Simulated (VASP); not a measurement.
# Au (Im-3m) in VASP: further runs

Runs on Au. Level: PBE. Tasks: single point.

Everything below comes from runs of VASP 6.6.1. Logs are shortened: lines on timing, memory, paths and dates and some standing lists are left out, and cuts for length are marked.

## Step 1: The cell of the first run

The structure is cubic, space group Im-3m (No. 229). Conventional cell: a = 3.315 Å, b = 3.315 Å, c = 3.315 Å, α = 90.00°, β = 90.00°, γ = 90.00°. Au (site symmetry m-3m) has 14 Au at 2.87 to 3.31 Å within 3.8 Å.

## Step 2: Single point, PBE

INCAR reads:

```
SYSTEM = Au
  ALGO = Normal
  EDIFF = 1E-7
  ENCUT = 520
  GGA = PE
  ISIF = 2
  ISMEAR = 0
  LASPH = .True.
  LCHARG = .True.
  LELF = .True.
  LREAL = .False.
  LVHAR = .True.
  LWAVE = .False.
  NBANDS = 12
  NELM = 100
  PREC = Accurate
  SIGMA = 0.017
```

KPOINTS reads:

```
k-points
0
Gamma
  11 11 11
  0 0 0
```

POSCAR reads:

```
Au
1.0
   -1.6572690000      1.6572690000      1.6572690000
    1.6572690000     -1.6572690000      1.6572690000
    1.6572690000      1.6572690000     -1.6572690000
Au
1
Direct
    0.0000000000      0.0000000000      0.0000000000
```

Potentials or basis: VASP PAW PBE potentials, release 64 (Au).

The run is started by

```console
cat potpaw_PBE.64/Au/POTCAR > POTCAR
mpirun -np 1 vasp_std > vasp.out
```

OUTCAR:

```text
SYSTEM = Au
   EDIFF = 1E-7
   ENCUT = 520
   GGA = PE
   ISIF = 2
   ISMEAR = 0
   LASPH = .True.
   LREAL = .False.
   NELM = 100
   PREC = Accurate

 ion  position               nearest neighbor table
   1  0.000  0.000  0.000-

  LATTYP: Found a body centered cubic cell.
 ALAT       =     3.3145380000

  Lattice vectors:

 A1 = (  -1.6572690000,   1.6572690000,   1.6572690000)
 A2 = (   1.6572690000,  -1.6572690000,   1.6572690000)
 A3 = (   1.6572690000,   1.6572690000,  -1.6572690000)

Analysis of symmetry for initial positions (statically):
=====================================================================
 Subroutine PRICEL returns:
 Original cell was already a primitive cell.

 Routine SETGRP: Setting up the symmetry group for a
 body centered cubic supercell.

 Subroutine GETGRP returns: Found 48 space group operations
 (whereof 48 operations were pure point group operations)
 out of a pool of 48 trial point group operations.

The static configuration has the point symmetry O_h .

Analysis of symmetry for dynamics (positions and initial velocities):
=====================================================================
 Subroutine PRICEL returns:
 Original cell was already a primitive cell.

 Routine SETGRP: Setting up the symmetry group for a
 body centered cubic supercell.

 Subroutine GETGRP returns: Found 48 space group operations
 (whereof 48 operations were pure point group operations)
 out of a pool of 48 trial point group operations.

The dynamic configuration has the point symmetry O_h .

 Subroutine INISYM returns: Found 48 space group operations
 (whereof 48 operations are pure point group operations),
 and found     1 'primitive' translations

----------------------------------------------------------------------------------------

                                     Primitive cell

  volume of cell :      18.2070

  direct lattice vectors                    reciprocal lattice vectors
    -1.657269000  1.657269000  1.657269000     0.000000000  0.301701172  0.301701172
     1.657269000 -1.657269000  1.657269000     0.301701172  0.000000000  0.301701172
     1.657269000  1.657269000 -1.657269000     0.301701172  0.301701172  0.000000000

  length of vectors
     2.870474110  2.870474110  2.870474110     0.426669890  0.426669890  0.426669890

  position of ions in fractional coordinates (direct lattice)
     0.000000000  0.000000000  0.000000000

  ion indices of the primitive-cell ions
   primitive index   ion index
                 1           1

----------------------------------------------------------------------------------------

 KPOINTS: k-points

Automatic generation of k-mesh.
 Grid dimensions read from file:
 generate k-points for:   11   11   11

 Generating k-lattice:

  Cartesian coordinates                     Fractional coordinates (reciprocal lattice)
     0.000000000  0.027427379  0.027427379     0.090909091  0.000000000  0.000000000
     0.027427379  0.000000000  0.027427379     0.000000000  0.090909091  0.000000000
     0.027427379  0.027427379  0.000000000     0.000000000  0.000000000  0.090909091

  Length of vectors
     0.038788172  0.038788172  0.038788172

  Shift w.r.t. Gamma in fractional coordinates (k-lattice)
     0.000000000  0.000000000  0.000000000

 Subroutine IBZKPT returns following result:
 ===========================================

 Found     56 irreducible k-points:

 Following reciprocal coordinates:
            Coordinates               Weight
  0.000000  0.000000  0.000000      1.000000
  0.090909  0.000000  0.000000     12.000000
  0.181818  0.000000  0.000000     12.000000
  0.272727  0.000000  0.000000     12.000000
  0.363636  0.000000  0.000000     12.000000
  0.454545  0.000000  0.000000     12.000000
[... 16 lines left out ...]
  0.272727  0.181818  0.090909     48.000000
  0.363636  0.181818  0.090909     24.000000
 [... further k-points ...]
   k-points           NKPTS =     56   k-points in BZ     NKDIM =     56   number of bands    NBANDS=     12
   number of dos      NEDOS =    301   number of ions     NIONS =      1
   total plane-waves  NPLWV =  13824
   dimension x,y,z NGX =    24 NGY =   24 NGZ =   24
   dimension x,y,z NGXF=    48 NGYF=   48 NGZF=   48
   ions per type =               1
   NGX,Y,Z   is equivalent  to a cutoff of  13.90, 13.90, 13.90 a.u.
   NGXF,Y,Z  is equivalent  to a cutoff of  27.80, 27.80, 27.80 a.u.
 SYSTEM =  Au
   PREC   = accura    normal or accurate (medium, high low for compatibility)
   ISTART =      0    job   : 0-new  1-cont  2-samecut
   ICHARG =      2    charge: 1-file 2-atom 10-const
   ISPIN  =      1    spin polarized calculation?
   LNONCOLLINEAR =      F non collinear calculations
   LSORBIT =      F    spin-orbit coupling
   LASPH  =      T    aspherical Exc in radial PAW
   ENCUT  =  520.0 eV  38.22 Ry    6.18 a.u.   5.34  5.34  5.34*2*pi/ulx,y,z
   NELM   =    100;   NELMIN=  2; NELMDL= -5     # of ELM steps
   EDIFF  = 0.1E-06   stopping-criterion for ELM
   LREAL  =      F    real-space projection
   EDIFFG = 0.1E-05   stopping-criterion for IOM
   NSW    =      0    number of steps for IOM
   IBRION =     -1    ionic relax: 0-MD 1-quasi-New 2-CG
   NFREE  =      0    steps in history (QN), initial steepest desc. (CG)
   ISIF   =      2    stress and relaxation
   ISYM   =      2    0-nonsym 1-usesym 2-fastsym
   POTIM  = 0.5000    time-step for ionic-motion
   TEBEG  =    0.0;   TEEND  =   0.0 temperature during run
   PSTRESS=    0.0 pullay stress
   NELECT =      11.0000    total number of electrons
   NUPDOWN=      -1.0000    fix difference up-down
   EMIN   =  10.00;   EMAX   =-10.00  energy-range for DOS
   EFERMI =   0.00;   METHOD = LEGACY
   ISMEAR =     0;   SIGMA  =   0.02  broadening in eV -4-tet -1-fermi 0-gaus
   EFERMI_NEDOS =   21; number of points for ismear=-14 and -15
   IALGO  =     38    algorithm
   IMIX   =      4    mixing-type and parameters
     AMIX     =   0.40;   BMIX     =  1.00
     AMIX_MAG =   1.60;   BMIX_MAG =  1.00
  volume/ion in A,a.u.               =      18.21       122.87
  Fermi-wavevector in a.u.,A,eV,Ry     =   1.383968  2.615320 26.060157  1.915367
  Thomas-Fermi vector in A             =   2.508516
   LORBIT       =      0    0 simple, 1 ext, 2 COOP (PROOUT), +10 PAW based schemes
   GGA     = PE    functional components
   LHFCALC =     F    Hartree Fock is set to
   AEXX    =    0.0000 exact exchange contribution
   IVDW    =     0    specifies the selected vdW correction
   LEPSILON=     F    determine dielectric tensor
   LRPA    =     F    only Hartree local field effects (RPA)
 non-spin polarized calculation
 Gauss-broadening in eV      SIGMA  =   0.02
  energy-cutoff  :      520.00
  volume of cell :       18.21
 maximum number of plane-waves:       498
 NGX is ok and might be reduce to    24
   NGX = 11   NGY = 11   NGZ = 11

 number of electron      10.9999998 magnetization

 Free energy of the ion-electron system (eV)
  ---------------------------------------------------
  ext. energy  EPLUGINS =         0.00000000
  ---------------------------------------------------
  free energy    TOTEN  =        -3.19216401 eV

  energy without entropy =       -3.19169198  energy(sigma->0) =       -3.19192799

 E-fermi :   8.3039     XC(G=0): -12.3229

 val. band max:        8.2987624077   @ k =  -0.3636   0.4545   0.0909
 cond. band min:       8.3290143428   @ k =  -0.2727   0.4545   0.0909
 fundamental gap:      0.0302519351
 Fermi energy:         8.3039469298

 k-point     1 :       0.0000    0.0000    0.0000
  band No.  band energies     occupation
      1      -0.7542      2.00000
      2       3.9040      2.00000
      3       3.9040      2.00000
      4       3.9040      2.00000
      5       5.6405      2.00000
      6       5.6405      2.00000
      7      24.9106      0.00000
      8      24.9106      0.00000
      9      24.9106      0.00000
     10      31.5730      0.00000
     11      31.5730      0.00000
     12      31.5730      0.00000

 k-point     2 :       0.0909    0.0000    0.0000
  band No.  band energies     occupation
      1      -0.4688      2.00000
      2       3.8186      2.00000
      3       3.9120      2.00000
      4       4.0982      2.00000
      5       5.5437      2.00000
      6       5.6467      2.00000
      7      24.7319      0.00000
      8      24.9308      0.00000
      9      25.2582      0.00000
     10      29.2741      0.00000
     11      29.5761      0.00000
     12      30.5490      0.00000

 k-point     3 :       0.1818    0.0000    0.0000
  band No.  band energies     occupation
      1       0.3204      2.00000
      2       3.5972      2.00000
      3       3.9358      2.00000
      4       4.6516      2.00000
      5       5.3839      2.00000
      6       5.6696      2.00000
      7      22.7950      0.00000
      8      24.3026      0.00000
      9      26.2187      0.00000
     10      27.7660      0.00000
     11      28.2120      0.00000
     12      28.8299      0.00000
[... 286 lines left out ...]
 k-point    23 :       0.2727    0.1818    0.0909
  band No.  band energies     occupation
      1       2.6394      2.00000
      2       3.1464      2.00000
      3       4.1947      2.00000
      4       5.6480      2.00000
      5       5.8294      2.00000
      6       9.5165      0.00000
      7      13.8667      0.00000
      8      17.6769      0.00000
      9      19.9716      0.00000
     10      29.5861      0.00000
     11      32.2169      0.00000
     12      33.7441      0.00000

 k-point    24 :       0.3636    0.1818    0.0909
  band No.  band energies     occupation
      1       2.5990      2.00000
      2       3.0976      2.00000
      3       4.6397      2.00000
      4       5.6886      2.00000
      5       5.8643      2.00000
      6      11.3178      0.00000
      7      11.6423      0.00000
      8      17.1066      0.00000
      9      19.7178      0.00000
     10      30.1274      0.00000
     11      31.7845      0.00000
     12      33.7416      0.00000

 [... further k-points ...]
[... 5 lines left out ...]
  --------------------------------------------------------------------------------------
  -------------------------------------------------------------------------------------
  Total       -0.1223010     -0.1223010     -0.1223010      0.0000000     -0.0000000      0.0000000
  in kB      -10.7622099    -10.7622099    -10.7622099      0.0000000     -0.0000000      0.0000000
  external PRESSURE =     -10.7622099 kB  Pullay stress =       0.0000000 kB

 VOLUME and BASIS-vectors are now :
 -----------------------------------------------------------------------------
  energy-cutoff  :      520.00
  volume of cell :       18.21
      direct lattice vectors                 reciprocal lattice vectors
    -1.657269000  1.657269000  1.657269000     0.000000000  0.301701172  0.301701172
     1.657269000 -1.657269000  1.657269000     0.301701172  0.000000000  0.301701172
     1.657269000  1.657269000 -1.657269000     0.301701172  0.301701172  0.000000000

 POSITION                                       TOTAL-FORCE (eV/Angst)
 -----------------------------------------------------------------------------------
      0.00000      0.00000      0.00000         0.000000      0.000000     -0.000000
 -----------------------------------------------------------------------------------
    total drift:                               -0.000000      0.000000      0.000000

  FREE ENERGIE OF THE ION-ELECTRON SYSTEM (eV)
  ---------------------------------------------------
  free  energy   TOTEN  =        -3.1921640102 eV

  energy  without entropy=       -3.1916919786  energy(sigma->0) =       -3.19192799
```

Wall time 14 s (1 thread of Intel Xeon 8259CL, shared host); peak memory 0.15 GiB.

Results:

```
Free energy : -3.1922 eV
Pressure    : -1.1 GPa
```

Levels at points of the mesh, in eV from the Fermi level:
| k point | band 2 | band 3 | band 4 | band 5 | band 6 | band 7 | band 8 | band 9 | band 10 | band 11 |
| --- | --- | --- | --- | --- | --- | --- | --- | --- | --- | --- |
| (0.00, 0.00, 0.00) | -4.40 | -4.40 | -4.40 | -2.66 | -2.66 | 16.61 | 16.61 | 16.61 | 23.27 | 23.27 |

Caveat: spin-orbit coupling is left out, which moves the levels of the heavy elements.

## Step 3: Single point, PBE

INCAR reads:

```
  PREC = Accurate
  ENCUT = 520
  EDIFF = 1E-7
  ISMEAR = 0
  SIGMA = 0.018000000000000002
  LREAL = False
  LASPH = True
  NELM = 60
  ALGO = Normal
  ISIF = 2
  LWAVE = False
  LCHARG = True
  GGA = PE
  LELF = True
  LVHAR = True
  NBANDS = 12
```

KPOINTS reads:

```
regular mesh
0
Gamma
  11 11 11
```

POSCAR is that of step 2.

Potentials or basis: VASP PAW PBE potentials, release 64 (Au).

The run is started by

```console
cat potpaw_PBE.64/Au/POTCAR > POTCAR
mpirun -np 1 vasp_std > vasp.out
```

Wall time 14 s (1 thread of Intel Xeon 8259CL, shared host); peak memory 0.14 GiB.

Results (log left out):

* Free energy: -3.1922 eV
* Pressure: -1.1 GPa

Levels at points of the mesh, in eV from the Fermi level:
```
           k point  band 4  band 5  band 6  band 7  band 8  band 9
(0.00, 0.00, 0.00)   -4.40   -2.66   -2.66   16.61   16.61   16.61
```

Caveat: spin-orbit coupling is left out, which moves the levels of the heavy elements.

## Step 4: Single point, PBE

INCAR reads:

```
PREC = Accurate ; ENCUT = 520
EDIFF = 1E-7 ; ISMEAR = 0
SIGMA = 0.019000000000000003 ; LREAL = False
LASPH = True ; NELM = 100
ALGO = Fast ; ISIF = 2
LWAVE = False ; LCHARG = False
GGA = PE ; NBANDS = 12
```

KPOINTS reads:

```
Automatic mesh
0
Gamma
  11 11 11
```

POSCAR is that of step 3.

The run is started by

```console
cat potpaw_PBE.64/Au/POTCAR > POTCAR
mpirun -np 1 vasp_std > vasp.out
```

Wall time 19 s (1 thread of Intel Xeon 8259CL, shared host); peak memory 0.14 GiB.

The run converged. Its results:

- Free energy: -3.1922 eV
- Pressure: -1.1 GPa

Levels at points of the mesh, in eV from the Fermi level:
```
           k point  band 3  band 4  band 5  band 6  band 7  band 8  band 9  band 10
(0.00, 0.00, 0.00)   -4.40   -4.40   -2.66   -2.66   16.61   16.61   16.61    23.27
```

Caveat: spin-orbit coupling is left out, which moves the levels of the heavy elements.

## Step 5: Overview

```tsv
smearing	gap on the mesh (eV)	pressure (GPa)
gaussian 0.017 eV	none	-1.1
gaussian 0.018 eV	none	-1.1
gaussian 0.019 eV	none	-1.1
```

Alike in all rows: task single point; level PBE; potentials or basis VASP PAW PBE potentials, release 64 (Au); no spin polarisation; cell as given; k mesh 11 × 11 × 11; cutoff (eV) 520.

Every run on the cell as given and a fine mesh finds a metal.

Caveats: spin-orbit coupling is left out, which moves the levels of the heavy elements.

Absolute energies hang on the potentials; compare differences alone.
